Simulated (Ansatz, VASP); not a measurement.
# One calculation of LiCl, two programs

File POSCAR:

```
LiCl
1.0
    0.0000000000      2.5560369945      2.5560369945
    2.5560369945      0.0000000000      2.5560369945
    2.5560369945      2.5560369945      0.0000000000
Li Cl
1 1
Direct
    0.0000000000      0.0000000000      0.0000000000
    0.5000000000      0.5000000000      0.5000000000
```

Contents of INCAR.step1:

```
SYSTEM = LiCl
  PREC = Accurate
  ENCUT = 520
  EDIFF = 1E-5
  ISMEAR = 0
  SIGMA = 0.01
  LREAL = .FALSE.
  LASPH = .TRUE.
  NELM = 80
  ALGO = Normal
  ISIF = 2
  LWAVE = .TRUE.
  LCHARG = .FALSE.
  GGA = PE
  NBANDS = 12
```

The input INCAR.step2:

```
SYSTEM = LiCl
  PREC = Accurate
  ENCUT = 520
  EDIFF = 1E-7
  ISMEAR = 0
  SIGMA = 0.01
  LREAL = .FALSE.
  LASPH = .TRUE.
  NELM = 80
  ALGO = Normal
  ISIF = 2
  LWAVE = .FALSE.
  LCHARG = .FALSE.
  GGA = PE
  LHFCALC = .TRUE.
  AEXX = 0.35
  HFSCREEN = 0.3
  PRECFOCK = Normal
  ISTART = 1
  NBANDS = 12
```

The input KPOINTS:

```
regular mesh
0
G
  4 4 4
  0 0 0
```

Input for Ansatz:

```yaml
crystal:
  lattice:
    - [0.0, 2.5560369945, 2.5560369945]
    - [2.5560369945, 0.0, 2.5560369945]
    - [2.5560369945, 2.5560369945, 0.0]
  atoms:
    - { symbol: Li, position: [0.0, 0.0, 0.0] }
    - { symbol: Cl, position: [0.5, 0.5, 0.5] }
kpoints:
  mp_grid: { grid: [4, 4, 4] }
hamiltonian:
  xc: { exchange: pbe, correlation: pbe, exx: { coeff: 0.35, omega: 0.3 } }
scf:
  occupations: { method: fixed }
  n_extra_bands: 4
output:
  forces: true
  stress: true
  eigenvalues: true
```

Alike in both runs: task single point; functional PBE-based screened hybrid; k mesh 4 × 4 × 4; no spin polarisation.

|  | VASP | Ansatz |
| --- | --- | --- |
| version | VASP 6.6.1 | Ansatz 0.2.0 |
| potentials or method | VASP PAW PBE potentials, release 64 (Li_sv, Cl) | plane waves |
| plane-wave cutoff (eV) | 520 | 420 |
| occupations | gaussian, width 0.01 eV | fixed |
| valence electrons in the cell | 10 | 10 |

|  | VASP | Ansatz | Ansatz less VASP |
| --- | --- | --- | --- |
| gap on the k mesh at the Fermi level (eV) | 8.02 | 8.02 | -0.002 |

VASP's potentials were made for PBE, not for PBE-based screened hybrid. Ansatz's warnings: stress exchange threshold loose, stress scf threshold loose.

The k mesh is coarse, so the values compare programs but aren't converged. Noted on VASP's run: the cutoff is short for stress, so the pressure is rough.
